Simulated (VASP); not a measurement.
# Li3TaO4 (I4mm) in VASP: further runs

The runs below take Li3TaO4 through single point, with PBEsol.

Program: VASP 6.6.1. These are calculated values, not measurements. Logs are shortened: lines on timing, memory, paths and dates and some standing lists are left out, and cuts for length are marked.

### 1 The cell of the first run

It takes space group I4mm (No. 107, tetragonal). The conventional cell has a = 4.085 Å, b = 4.085 Å, c = 8.506 Å, α = 90.00°, β = 90.00°, γ = 90.00°. Li (site symmetry 4mm) has 6 O at 2.04 to 2.44 Å within 2.7 Å. Li (site symmetry 2mm) has 6 O at 2.05 to 2.14 Å within 2.7 Å. Ta (site symmetry 4mm) has 6 O at 1.91 to 2.04 Å within 2.5 Å. Within 2.7 Å of O (site symmetry 2mm) lie 2 Ta at 2.04 Å and 4 Li at 2.04 to 2.14 Å. Within 2.6 Å of O (site symmetry 4mm) lie 1 Ta at 1.93 Å and 5 Li at 2.05 to 2.23 Å. Within 2.5 Å of O (site symmetry 4mm) lie 1 Ta at 1.91 Å and 5 Li at 2.05 to 2.44 Å.

### 2 Single point, PBEsol (mode 1 (-167.1 1/cm) frozen in, largest displacement +0.098 Å)

The input, INCAR:

```
ALGO = Normal
EDIFF = 1E-6
ENCUT = 520
GGA = PS
ISIF = 2
ISMEAR = 0
LASPH = True
LCHARG = False
LREAL = False
LWAVE = False
NBANDS = 32
NELM = 60
PREC = Accurate
SIGMA = 0.05
```

The input, KPOINTS:

```
k-points
0
Gamma
  10 10 10
```

The input, POSCAR:

```
Li3TaO4
1.0
   -2.0422644308      2.0422644308      4.2529592940
    2.0422644308     -2.0422644308      4.2529592940
    2.0422644308      2.0422644308     -4.2529592940
Li Ta O
3 1 4
Direct
    0.5114626068      0.5114626068      0.0000000000
    0.2509681277      0.7509681277      0.5000000000
    0.7509681277      0.2509681277      0.5000000000
   -0.0002820304     -0.0002820304      0.0000000000
   -0.0001431498      0.4998568502      0.5000000000
    0.7730912923      0.7730912923      0.0000000000
    0.4998568502     -0.0001431498      0.5000000000
    0.2245726369      0.2245726369      0.0000000000
```

Potentials or basis: VASP PAW PBE potentials, release 64 (Li_sv, Ta_pv, O).

Run with:

```sh
$ cat potpaw_PBE.64/Li_sv/POTCAR potpaw_PBE.64/Ta_pv/POTCAR potpaw_PBE.64/O/POTCAR > POTCAR
$ mpirun -np 1 vasp_std > vasp.out
```

OUTCAR:

```text
EDIFF = 1E-6
   ENCUT = 520
   GGA = PS
   ISIF = 2
   ISMEAR = 0
   LASPH = True
   LREAL = False
   NELM = 60
   PREC = Accurate

 ion  position               nearest neighbor table
   1  0.511  0.511  0.000-   5 2.04   7 2.04   7 2.04   5 2.04   6 2.23   4 2.89   4 2.89   4 2.89
                             4 2.89
   2  0.251  0.751  0.500-   6 2.05   6 2.05   8 2.05   8 2.05   7 2.12   5 2.14   4 2.94   4 2.94
                             4 2.96   4 2.96
   3  0.751  0.251  0.500-   6 2.05   6 2.05   8 2.05   8 2.05   5 2.12   7 2.14   4 2.94   4 2.94
                             4 2.96   4 2.96
   4  1.000  1.000  0.000-   8 1.91   6 1.93   7 2.04   5 2.04   5 2.04   7 2.04   1 2.89   1 2.89
                             1 2.89   1 2.89   3 2.94   2 2.94   3 2.94   2 2.94   3 2.96   2 2.96
   5  1.000  0.500  0.500-   4 2.04   4 2.04   1 2.04   1 2.04   3 2.12   2 2.14
   6  0.773  0.773  0.000-   4 1.93   3 2.05   2 2.05   3 2.05   2 2.05   1 2.23
   7  0.500  1.000  0.500-   4 2.04   4 2.04   1 2.04   1 2.04   2 2.12   3 2.14
   8  0.225  0.225  0.000-   4 1.91   2 2.05   3 2.05   2 2.05   3 2.05

  LATTYP: Found a body centered tetragonal cell.
 ALAT       =     4.0845288616
 C/A-ratio  =     2.0824723919

  Lattice vectors:

 A1 = (  -2.0422644308,   2.0422644308,   4.2529592940)
 A2 = (   2.0422644308,  -2.0422644308,   4.2529592940)
 A3 = (   2.0422644308,   2.0422644308,  -4.2529592940)

Analysis of symmetry for initial positions (statically):
=====================================================================
 Subroutine PRICEL returns:
 Original cell was already a primitive cell.

 Routine SETGRP: Setting up the symmetry group for a
 body centered tetragonal supercell.

 Subroutine GETGRP returns: Found  8 space group operations
 (whereof  8 operations were pure point group operations)
 out of a pool of 16 trial point group operations.

The static configuration has the point symmetry C_4v.

Analysis of symmetry for dynamics (positions and initial velocities):
=====================================================================
 Subroutine PRICEL returns:
 Original cell was already a primitive cell.

 Routine SETGRP: Setting up the symmetry group for a
 body centered tetragonal supercell.

 Subroutine GETGRP returns: Found  8 space group operations
 (whereof  8 operations were pure point group operations)
 out of a pool of 16 trial point group operations.

The dynamic configuration has the point symmetry C_4v.

 Subroutine INISYM returns: Found  8 space group operations
 (whereof  8 operations are pure point group operations),
 and found     1 'primitive' translations

----------------------------------------------------------------------------------------

                                     Primitive cell

  volume of cell :      70.9537

  direct lattice vectors                    reciprocal lattice vectors
    -2.042264431  2.042264431  4.252959294     0.000000000  0.244826278  0.117565198
     2.042264431 -2.042264431  4.252959294     0.244826278  0.000000000  0.117565198
     2.042264431  2.042264431 -4.252959294     0.244826278  0.244826278  0.000000000

  length of vectors
     5.140948431  5.140948431  5.140948431     0.271590652  0.271590652  0.346236643

  position of ions in fractional coordinates (direct lattice)
     0.511462607  0.511462607  0.000000000
     0.250968128  0.750968128  0.500000000
     0.750968128  0.250968128  0.500000000
     0.999717970  0.999717970  0.000000000
     0.999856850  0.499856850  0.500000000
     0.773091292  0.773091292  0.000000000
     0.499856850  0.999856850  0.500000000
     0.224572637  0.224572637  0.000000000

  ion indices of the primitive-cell ions
   primitive index   ion index
                 1           1
                 2           2
                 3           3
                 4           4
                 5           5
                 6           6
                 7           7
                 8           8

----------------------------------------------------------------------------------------

 KPOINTS: k-points

Automatic generation of k-mesh.
 Grid dimensions read from file:
 generate k-points for:   10   10   10

 Generating k-lattice:

  Cartesian coordinates                     Fractional coordinates (reciprocal lattice)
     0.000000000  0.024482628  0.011756520     0.100000000  0.000000000 -0.000000000
     0.024482628  0.000000000  0.011756520     0.000000000  0.100000000 -0.000000000
     0.024482628  0.024482628  0.000000000     0.000000000  0.000000000  0.100000000

  Length of vectors
     0.027159065  0.027159065  0.034623664

  Shift w.r.t. Gamma in fractional coordinates (k-lattice)
     0.000000000  0.000000000  0.000000000

 Subroutine IBZKPT returns following result:
 ===========================================

 Found    102 irreducible k-points:

 Following reciprocal coordinates:
            Coordinates               Weight
  0.000000  0.000000  0.000000      1.000000
  0.100000  0.000000 -0.000000      8.000000
  0.200000  0.000000 -0.000000      8.000000
  0.300000  0.000000  0.000000      8.000000
  0.400000  0.000000 -0.000000      8.000000
  0.500000  0.000000 -0.000000      4.000000
[... 16 lines left out ...]
  0.300000  0.300000  0.000000      8.000000
  0.400000  0.300000  0.000000     16.000000
 [... further k-points ...]
   k-points           NKPTS =    102   k-points in BZ     NKDIM =    102   number of bands    NBANDS=     32
   number of dos      NEDOS =    301   number of ions     NIONS =      8
   total plane-waves  NPLWV =  64000
   dimension x,y,z NGX =    40 NGY =   40 NGZ =   40
   dimension x,y,z NGXF=    80 NGYF=   80 NGZF=   80
   ions per type =               3   1   4
   NGX,Y,Z   is equivalent  to a cutoff of  12.94, 12.94, 12.94 a.u.
   NGXF,Y,Z  is equivalent  to a cutoff of  25.87, 25.87, 25.87 a.u.
 SYSTEM =  unknown system
   PREC   = accura    normal or accurate (medium, high low for compatibility)
   ISTART =      0    job   : 0-new  1-cont  2-samecut
   ICHARG =      2    charge: 1-file 2-atom 10-const
   ISPIN  =      1    spin polarized calculation?
   LNONCOLLINEAR =      F non collinear calculations
   LSORBIT =      F    spin-orbit coupling
   LASPH  =      T    aspherical Exc in radial PAW
[... 8 lines left out ...]
   ISIF   =      2    stress and relaxation
   ISYM   =      2    0-nonsym 1-usesym 2-fastsym
   POTIM  = 0.5000    time-step for ionic-motion
   TEBEG  =    0.0;   TEEND  =   0.0 temperature during run
   PSTRESS=    0.0 pullay stress
   NELECT =      44.0000    total number of electrons
   NUPDOWN=      -1.0000    fix difference up-down
   EMIN   =  10.00;   EMAX   =-10.00  energy-range for DOS
   EFERMI =   0.00;   METHOD = LEGACY
   ISMEAR =     0;   SIGMA  =   0.05  broadening in eV -4-tet -1-fermi 0-gaus
   EFERMI_NEDOS =   21; number of points for ismear=-14 and -15
   IALGO  =     38    algorithm
   IMIX   =      4    mixing-type and parameters
     AMIX     =   0.40;   BMIX     =  1.00
     AMIX_MAG =   1.60;   BMIX_MAG =  1.00
  volume/ion in A,a.u.               =       8.87        59.85
  Fermi-wavevector in a.u.,A,eV,Ry     =   1.396049  2.638150 26.517114  1.948953
  Thomas-Fermi vector in A             =   2.519441
   LORBIT       =      0    0 simple, 1 ext, 2 COOP (PROOUT), +10 PAW based schemes
   GGA     = PS    functional components
   LHFCALC =     F    Hartree Fock is set to
   AEXX    =    0.0000 exact exchange contribution
   IVDW    =     0    specifies the selected vdW correction
   LEPSILON=     F    determine dielectric tensor
   LRPA    =     F    only Hartree local field effects (RPA)
 non-spin polarized calculation
 Gauss-broadening in eV      SIGMA  =   0.05
  energy-cutoff  :      520.00
  volume of cell :       70.95
 maximum number of plane-waves:      1936
 NGX is ok and might be reduce to    40
   NGX = 19   NGY = 19   NGZ = 19

 number of electron      44.0000000 magnetization

 Free energy of the ion-electron system (eV)
  ---------------------------------------------------
  ext. energy  EPLUGINS =         0.00000000
  ---------------------------------------------------
  free energy    TOTEN  =       -59.21196175 eV

  energy without entropy =      -59.21196175  energy(sigma->0) =      -59.21196175

 E-fermi :   3.0008     XC(G=0): -11.2768

 val. band max:        2.6899001415   @ k =   0.4000   0.4000   0.1000
 cond. band min:       4.2248807636   @ k =   0.0000   0.0000   0.0000
 fundamental gap:      1.5349806221
 Fermi energy:         3.0008011627

 k-point     1 :       0.0000    0.0000    0.0000
  band No.  band energies     occupation
      1     -40.1301      2.00000
      2     -39.1712      2.00000
      3     -39.1372      2.00000
      4     -31.5621      2.00000
      5     -31.5621      2.00000
      6     -31.3671      2.00000
[... 24 lines left out ...]
     31      15.3648      0.00000
     32      16.1885      0.00000

 k-point     2 :       0.1000    0.0000   -0.0000
  band No.  band energies     occupation
      1     -40.1301      2.00000
      2     -39.1705      2.00000
      3     -39.1380      2.00000
      4     -31.5691      2.00000
      5     -31.5619      2.00000
      6     -31.3670      2.00000
[... 24 lines left out ...]
     31      15.4030      0.00000
     32      15.8836      0.00000

 k-point     3 :       0.2000    0.0000   -0.0000
  band No.  band energies     occupation
      1     -40.1299      2.00000
      2     -39.1680      2.00000
      3     -39.1402      2.00000
      4     -31.5873      2.00000
      5     -31.5612      2.00000
      6     -31.3666      2.00000
[... 24 lines left out ...]
     31      15.2575      0.00000
     32      15.4955      0.00000

 k-point     4 :       0.3000    0.0000    0.0000
  band No.  band energies     occupation
      1     -40.1298      2.00000
      2     -39.1642      2.00000
      3     -39.1438      2.00000
      4     -31.6095      2.00000
      5     -31.5604      2.00000
      6     -31.3662      2.00000
[... 24 lines left out ...]
     31      14.6408      0.00000
     32      15.3652      0.00000

 k-point     5 :       0.4000    0.0000   -0.0000
  band No.  band energies     occupation
      1     -40.1296      2.00000
      2     -39.1593      2.00000
      3     -39.1486      2.00000
      4     -31.6274      2.00000
      5     -31.5598      2.00000
      6     -31.3659      2.00000
[... 584 lines left out ...]
     31      14.4887      0.00000
     32      15.8432      0.00000

 k-point    22 :      -0.2000    0.2000    0.0000
  band No.  band energies     occupation
      1     -40.1297      2.00000
      2     -39.1652      2.00000
      3     -39.1426      2.00000
      4     -31.5871      2.00000
      5     -31.5860      2.00000
      6     -31.3659      2.00000
[... 24 lines left out ...]
     31      14.5853      0.00000
     32      15.9975      0.00000

 k-point    23 :       0.3000    0.3000    0.0000
  band No.  band energies     occupation
      1     -40.1290      2.00000
      2     -39.1596      2.00000
      3     -39.1478      2.00000
      4     -31.6090      2.00000
      5     -31.6083      2.00000
      6     -31.3652      2.00000
[... 24 lines left out ...]
     31      14.1822      0.00000
     32      15.7275      0.00000

 k-point    24 :       0.4000    0.3000    0.0000
  band No.  band energies     occupation
      1     -40.1288      2.00000
      2     -39.1565      2.00000
      3     -39.1506      2.00000
      4     -31.6268      2.00000
      5     -31.6083      2.00000
      6     -31.3647      2.00000
[... 24 lines left out ...]
     31      14.2040      0.00000
     32      15.5009      0.00000

 [... further k-points ...]
[... 5 lines left out ...]
  --------------------------------------------------------------------------------------
  -------------------------------------------------------------------------------------
  Total        0.1547118      0.1547118      0.5571324      0.0000000     -0.0000000      0.0000000
  in kB        3.4934847      3.4934847     12.5803817      0.0000000     -0.0000000      0.0000000
  external PRESSURE =       6.5224504 kB  Pullay stress =       0.0000000 kB

 VOLUME and BASIS-vectors are now :
 -----------------------------------------------------------------------------
  energy-cutoff  :      520.00
  volume of cell :       70.95
      direct lattice vectors                 reciprocal lattice vectors
    -2.042264431  2.042264431  4.252959294     0.000000000  0.244826278  0.117565198
     2.042264431 -2.042264431  4.252959294     0.244826278  0.000000000  0.117565198
     2.042264431  2.042264431 -4.252959294     0.244826278  0.244826278  0.000000000

 POSITION                                       TOTAL-FORCE (eV/Angst)
 -----------------------------------------------------------------------------------
      0.00000      0.00000      4.35046         0.000000      0.000000      0.063952
      2.04226      0.00000      2.13471        -0.000000     -0.000000      0.005868
      0.00000      2.04226      2.13471        -0.000000     -0.000000      0.005868
      0.00000      0.00000      8.50352         0.000000      0.000000     -0.060915
      0.00000      2.04226      4.25174        -0.000000     -0.000000     -0.001378
      0.00000      0.00000      6.57585        -0.000000     -0.000000     -0.149174
      2.04226      0.00000      4.25174        -0.000000     -0.000000     -0.001378
      0.00000      0.00000      1.91020         0.000000      0.000000      0.137156
 -----------------------------------------------------------------------------------
    total drift:                                0.000000      0.000000     -0.000199

  FREE ENERGIE OF THE ION-ELECTRON SYSTEM (eV)
  ---------------------------------------------------
  free  energy   TOTEN  =       -59.2119617507 eV

  energy  without entropy=      -59.2119617507  energy(sigma->0) =      -59.21196175
```

It took 4.5 min on 1 thread of AMD EPYC 7R13, shared host; peak memory 0.37 GiB.

Results:

* Free energy: -59.2120 eV
* Largest force: 0.149 eV/Å
* Band gap on the k mesh: 1.53 eV, indirect (least direct gap 1.59 eV)

Forces on the atoms (eV/Å):
```
Li   0.000  0.000  0.064
Li   0.000  0.000  0.006
Li   0.000  0.000  0.006
Ta   0.000  0.000 -0.061
O    0.000  0.000 -0.001
O    0.000  0.000 -0.149
O    0.000  0.000 -0.001
O    0.000  0.000  0.137
```

Caveat: the cell differs from its parent crystal (mode 1 (-167.1 1/cm) frozen in, largest displacement +0.098 Å); the cutoff is under 1.25 times the usual one of these potentials, so pressure, stress and relaxed cells hold a basis-set (Pulay) error; the PAW data sets were made with another functional, which shifts forces and pressure a little; spin-orbit coupling is left out, which moves the levels of the heavy elements.

### 3 Single point, PBEsol (mode 1 (-167.1 1/cm) frozen in, largest displacement +0.033 Å)

The input, INCAR:

```
SYSTEM = Li3TaO4
ALGO = Normal
EDIFF = 1E-6
ENCUT = 520
GGA = PS
ISIF = 2
ISMEAR = 0
LASPH = .TRUE.
LCHARG = .TRUE.
LELF = .TRUE.
LREAL = .FALSE.
LVHAR = .TRUE.
LWAVE = .FALSE.
NBANDS = 32
NELM = 100
PREC = Accurate
SIGMA = 0.05
```

The input, KPOINTS:

```
k-points
0
G
  10 10 10
  0 0 0
```

The input, POSCAR:

```
Li3TaO4
1.0
   -2.0422644308      2.0422644308      4.2529592940
    2.0422644308     -2.0422644308      4.2529592940
    2.0422644308      2.0422644308     -4.2529592940
Li Ta O
3 1 4
Direct
    0.5038208689      0.5038208689      0.0000000000
    0.2503227092      0.7503227092      0.5000000000
    0.7503227092      0.2503227092      0.5000000000
   -0.0000940101     -0.0000940101      0.0000000000
   -0.0000477166      0.4999522834      0.5000000000
    0.7738699826      0.7738699826      0.0000000000
    0.4999522834     -0.0000477166      0.5000000000
    0.2253513272      0.2253513272      0.0000000000
```

Potentials or basis: VASP PAW PBE potentials, release 64 (Li_sv, Ta_pv, O).

Run with:

```sh
$ cat potpaw_PBE.64/Li_sv/POTCAR potpaw_PBE.64/Ta_pv/POTCAR potpaw_PBE.64/O/POTCAR > POTCAR
$ mpirun -np 1 vasp_std > vasp.out
```

Wall time 4.8 min (1 thread of AMD EPYC 7R13, shared host); peak memory 0.37 GiB.

It converged, with:

- Free energy: -59.2089 eV
- Largest force: 0.148 eV/Å
- Band gap on the k mesh: 1.53 eV, indirect (least direct gap 1.58 eV)

Forces in eV/Å, atoms in the order of the input:
```
Li   0.000  0.000  0.023
Li   0.000  0.000  0.002
Li   0.000  0.000  0.002
Ta   0.000  0.000 -0.020
O    0.000  0.000  0.000
O    0.000  0.000 -0.148
O    0.000  0.000  0.000
O    0.000  0.000  0.142
```

Levels at points of the mesh, in eV from the valence-band top:
```
           k point  band 19  band 20  band 21  band 22  band 23  band 24  band 25  band 26
(0.00, 0.00, 0.00)    -2.02    -0.19    -0.19    -0.06     1.53     4.20     4.20     5.76
(0.50, 0.00, 0.00)    -1.17    -1.12    -0.53    -0.21     3.97     4.16     5.39     6.48
(0.50, 0.50, 0.00)    -0.94    -0.57    -0.13    -0.01     5.45     5.49     5.63     8.24
(0.50, 0.50, 0.50)    -1.69    -1.64    -1.64    -0.45     1.59     3.85     3.85     5.75
```

Caveat: the cell differs from its parent crystal (mode 1 (-167.1 1/cm) frozen in, largest displacement +0.033 Å); the cutoff is under 1.25 times the usual one of these potentials, so pressure, stress and relaxed cells hold a basis-set (Pulay) error; the PAW data sets were made with another functional, which shifts forces and pressure a little; spin-orbit coupling is left out, which moves the levels of the heavy elements.

### 4 Single point, PBEsol (mode 1 (-167.1 1/cm) frozen in, largest displacement +0.065 Å)

The input, INCAR:

```
PREC = Accurate ; ENCUT = 520
EDIFF = 1E-6 ; ISMEAR = 0
SIGMA = 0.05 ; LREAL = False
LASPH = True ; NELM = 60
ALGO = Normal ; ISIF = 2
LWAVE = False ; LCHARG = False
GGA = PS ; NBANDS = 32
```

The input, KPOINTS:

```
regular mesh
0
Gamma
  10 10 10
```

The input, POSCAR:

```
Li3TaO4
1.0
   -2.0422644308      2.0422644308      4.2529592940
    2.0422644308     -2.0422644308      4.2529592940
    2.0422644308      2.0422644308     -4.2529592940
Li Ta O
3 1 4
Direct
    0.5076417378      0.5076417378      0.0000000000
    0.2506454185      0.7506454185      0.5000000000
    0.7506454185      0.2506454185      0.5000000000
   -0.0001880202     -0.0001880202      0.0000000000
   -0.0000954332      0.4999045668      0.5000000000
    0.7734806374      0.7734806374      0.0000000000
    0.4999045668     -0.0000954332      0.5000000000
    0.2249619820      0.2249619820      0.0000000000
```

Run with:

```sh
$ cat potpaw_PBE.64/Li_sv/POTCAR potpaw_PBE.64/Ta_pv/POTCAR potpaw_PBE.64/O/POTCAR > POTCAR
$ mpirun -np 1 vasp_std > vasp.out
```

It took 4.5 min on 1 thread of Intel Xeon 6975P-C (Granite Rapids), shared host; peak memory 0.37 GiB.

Results (log left out):

| Item | Value |
| --- | --- |
| Free energy | -59.2101 eV |
| Largest force | 0.150 eV/Å |
| Band gap on the k mesh | 1.53 eV, indirect (least direct gap 1.59 eV) |

Forces on the atoms (eV/Å):
```
Li   0.000  0.000  0.045
Li   0.000  0.000  0.004
Li   0.000  0.000  0.004
Ta   0.000  0.000 -0.041
O    0.000  0.000 -0.001
O    0.000  0.000 -0.150
O    0.000  0.000 -0.001
O    0.000  0.000  0.139
```

Levels at points of the mesh, in eV from the valence-band top:
| k point | band 20 | band 21 | band 22 | band 23 | band 24 | band 25 |
| --- | --- | --- | --- | --- | --- | --- |
| (0.00, 0.00, 0.00) | -0.19 | -0.19 | -0.06 | 1.53 | 4.20 | 4.20 |
| (0.50, 0.00, 0.00) | -1.12 | -0.53 | -0.21 | 3.98 | 4.16 | 5.39 |
| (0.50, 0.50, 0.00) | -0.57 | -0.13 | -0.01 | 5.45 | 5.49 | 5.63 |
| (0.50, 0.50, 0.50) | -1.64 | -1.64 | -0.45 | 1.60 | 3.85 | 3.85 |

Caveat: the cell differs from its parent crystal (mode 1 (-167.1 1/cm) frozen in, largest displacement +0.065 Å); the cutoff is under 1.25 times the usual one of these potentials, so pressure, stress and relaxed cells hold a basis-set (Pulay) error; the PAW data sets were made with another functional, which shifts forces and pressure a little; spin-orbit coupling is left out, which moves the levels of the heavy elements.
